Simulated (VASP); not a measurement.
C: single point with PBE

C:

```
CELL_PARAMETERS angstrom
1.78340 -1.78340 0.00000
1.78340 0.00000 -1.78340
7.27794 7.27794 7.27794
ATOMIC_POSITIONS crystal
C 0.66667 0.66667 0.26549
C 0.00000 0.00000 0.10213
C 0.33333 0.33333 0.42886
C 0.66667 0.66667 0.75558
C 0.00000 0.00000 0.59222
C 0.33333 0.33333 0.91894
C 0.66667 0.66667 0.38802
C 0.00000 0.00000 0.22465
C 0.33333 0.33333 0.55138
C 0.66667 0.66667 0.87810
C 0.00000 0.00000 0.71474
C 0.33333 0.33333 0.06129
```

This cell differs from its parent crystal: the distance across one plane changed.

```
Program             : VASP 6.6.1
Task                : single point
Functional          : PBE
Potentials or basis : VASP PAW PBE potentials, release 64 (C)
Cutoff              : 520 eV
k mesh              : 10 × 10 × 2
Occupations         : gaussian, width 0.05 eV
Spin                : no spin polarisation
```

The pressure is -3.2 GPa and the largest force is 1.918 eV/Å. The band gap on the k mesh is 3.84 eV.

Forces on the atoms (eV/Å):
```
C   -0.013 -0.013 -0.013
C   -0.757 -0.757 -0.757
C   -0.001 -0.001 -0.001
C   -0.060 -0.060 -0.060
C   -0.003 -0.003 -0.003
C    1.107  1.107  1.107
C    0.003  0.003  0.003
C    0.060  0.060  0.060
C    0.001  0.001  0.001
C    0.757  0.757  0.757
C    0.013  0.013  0.013
C   -1.107 -1.107 -1.107
```

Stress tensor (GPa, compression positive):
```
-3.24 -4.82 -4.82
-4.82 -3.24 -4.82
-4.82 -4.82 -3.24
```

Levels at points of the mesh, in eV from the valence-band top:
```csv
k point,band 20,band 21,band 22,band 23,band 24,band 25,band 26,band 27,band 28,band 29
"(0.00, 0.00, 0.00)",-0.95,-0.95,-0.19,-0.19,0.00,4.59,5.63,5.63,6.70,6.70
"(0.50, 0.00, 0.00)",-4.71,-4.19,-3.91,-3.01,-2.73,4.11,4.72,5.04,5.46,6.41
"(0.00, 0.00, 0.50)",-1.14,-0.53,-0.53,-0.39,-0.39,5.06,5.83,5.83,6.21,6.21
"(0.50, 0.00, 0.50)",-4.71,-3.61,-3.41,-3.23,-3.19,4.30,4.87,5.08,5.74,5.89
```

It took 120 s on 1 thread of Intel Xeon 8259CL (shared host), peak memory 0.2 GiB.

Caveat: the cell differs from its parent crystal (the distance across one plane changed); the cell stands under tension; forces of over 1 eV/Å act on the atoms, so gaps and moduli don't describe the material at rest. A k mesh can miss the band edges.
